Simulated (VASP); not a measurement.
Wanted: the native input for a VASP 6.6.1 run.

| Quantity | Value |
| --- | --- |
| Task | single point |
| Functional | PBE |
| Dispersion | D3(BJ) |
| Potentials or basis | VASP PAW PBE potentials, release 64 (O, H, C) |
| Cutoff | 520 eV |
| k mesh | 1 × 1 × 1 |
| Occupations | fermi-dirac, width 0.05 eV |
| Spin | no spin polarisation |
| Dipole correction | no |
| Further INCAR settings | LREAL = Auto; ALGO = Normal; EDIFF = 1e-06; NBANDS = 70 |

The structure of H20CO12 lies in POSCAR:

```
H20CO12
1.0
    7.3839930000      0.0000000000      0.0000000000
    0.0000000000      7.3839930000      0.0000000000
    0.0000000000      0.0000000000      7.3839930000
O H C
12 20 1
Direct
    0.5728472386      0.2392743330      0.2690955964
    0.1053765896      0.1690548732      0.2281827732
    0.5250275833      0.7875684606      0.4203010485
    0.7294968996      0.5776143071      0.6980369564
    0.3549299139      1.0687171562      0.6256912757
    0.8321649276      0.7260976548      0.1552547517
    0.5409403828      0.2858074215      0.8987684577
    0.3175788493      0.4851981848      0.3996618090
    0.8538469633      0.0076246009      0.8795782986
    0.9622571419      0.9366341490      0.4924977583
    0.1157910090      0.4702469247      0.8852121068
    0.3561487667      0.6393830547      1.0029939086
    0.5408997544      0.1156420381      0.2943123050
    0.5594534014      0.2476573312      0.1352655670
    0.1451247313      0.2895452366      0.2716687299
    0.0575704771      0.2008669293      0.1085726923
    0.4428227383      0.6861734566      0.3831666688
    0.6327335359      0.7828013921      0.3425517874
    0.7567585722      0.4803227739      0.6072459711
    0.6479691950      0.6570835048      0.6390715701
    0.4355637932      0.9805128472      0.5824220039
    0.2379200522      1.0315963192      0.5799030416
    0.8581264906      0.8030208046      0.0469122872
    0.8046865700      0.6116338409      0.0942985726
    0.4546320670      0.2196101757      0.8175116092
    0.5910894011      0.4046726480      0.8540907338
    0.3198946695      0.4804852876      0.5325844702
    0.4044288774      0.3906016704      0.3748107562
    0.7356724201      0.0692443777      0.8600224838
    0.8817857763     -0.0390980869      0.7579638821
    1.0010166586      1.0297409545      0.3924705779
    0.9306617707      0.8301064207      0.4227252111
    0.2399514734      0.5500411498      0.9441368647
```

The input as run:

INCAR

```
PREC = Accurate
ENCUT = 520
EDIFF = 1E-6
ISMEAR = -1
SIGMA = 0.05
LREAL = Auto
LASPH = T
NELM = 60
ALGO = Normal
ISIF = 2
LWAVE = F
LCHARG = F
GGA = PE
IVDW = 12
NBANDS = 70
```

KPOINTS

```
regular mesh
0
Gamma
  1 1 1
```

Potentials or basis: VASP PAW PBE potentials, release 64 (O, H, C).

Run with:

```sh
$ cat potpaw_PBE.64/O/POTCAR potpaw_PBE.64/H/POTCAR potpaw_PBE.64/C/POTCAR > POTCAR
$ mpirun -np 1 vasp_gam > vasp.out
```

Results of the run:

```yaml
Pressure: -1.0 GPa
Largest_force: 2.635 eV/Å
Band_gap_on_the_k_mesh: 4.42 eV
Dispersion_energy_per_atom: -0.031 eV
```

Caveat: the k points lie up to 0.85 Å⁻¹ apart.

Wall time 45 s on 1 thread of Intel(R) Xeon(R) Platinum 8488C (Sapphire Rapids), on a shared host, peak memory 0.37 GiB.
